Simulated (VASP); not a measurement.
Write the native input for VASP 6.6.1 that does the following.

```
Task                   : relaxation of cell and atoms
Functional             : PBEsol
Potentials or basis    : VASP PAW PBE potentials, release 64 (Ba_sv, Zr_sv, O)
Cutoff                 : 600 eV
k mesh                 : 4 × 4 × 4
Occupations            : gaussian, width 0.01 eV
Spin                   : no spin polarisation
Target pressure        : 7 GPa
Dipole correction      : no
Further INCAR settings : ALGO = Normal; EDIFF = 1e-06; IBRION = 2; EDIFFG = -0.002; NSW = 100; ISIF = 3
```

The structure of BaZrO3 lies in POSCAR:

```
BaZrO3
1.0
    4.1806150114      0.0000000000      0.0000000000
    0.0000000000      4.1806150114      0.0000000000
    0.0000000000      0.0000000000      4.1806150114
Ba Zr O
1 1 3
Direct
    0.0000000000      0.0000000000      0.0000000000
    0.5000000000      0.5000000000      0.5000000000
    0.0000000000      0.5000000000      0.5000000000
    0.5000000000      0.0000000000      0.5000000000
    0.5000000000      0.5000000000      0.0000000000
```

One way to write it, as run:

INCAR

```
PREC = Accurate ; ENCUT = 600
EDIFF = 1E-6 ; ISMEAR = 0
SIGMA = 0.01 ; LREAL = F
LASPH = T ; NELM = 80
ALGO = Normal ; ISIF = 3
LWAVE = F ; LCHARG = F
GGA = PS ; IBRION = 2
NSW = 100 ; EDIFFG = -0.002
PSTRESS = 70.0
```

KPOINTS

```
Automatic mesh
0
Gamma
  4 4 4
```

Potentials or basis: VASP PAW PBE potentials, release 64 (Ba_sv, Zr_sv, O).

Run with:

```bash
$ cat potpaw_PBE.64/Ba_sv/POTCAR potpaw_PBE.64/Zr_sv/POTCAR potpaw_PBE.64/O/POTCAR > POTCAR
$ mpirun -np 1 vasp_std > vasp.out
```

It gave:

```yaml
Relaxed_volume: 14.14 Å³/atom
Relaxed_cell: a = 4.135 Å, b = 4.135 Å, c = 4.135 Å, α = 90.00°, β = 90.00°, γ = 90.00°
Space_group_after_relaxing_to_0.05_Å: Pm-3m (No. 221)
Energy_change_on_relaxing_the_enthalpy_is_what_falls: +11.6 meV/atom
Ionic_steps: 6
Pressure_after_relaxing: 7.0 GPa
Band_gap_on_the_k_mesh: 3.18 eV, indirect (least direct gap 3.35 eV)
```

Caveat: the cell is relaxed towards a set pressure, so the enthalpy falls and the energy may rise; the PAW data sets were made with another functional, which shifts forces and pressure a little; spin-orbit coupling is left out, which moves the levels of the heavy elements.

It took 46 s on 1 thread of Intel(R) Xeon(R) 6975P-C (Granite Rapids), with other jobs on the host, peak memory 0.22 GiB.
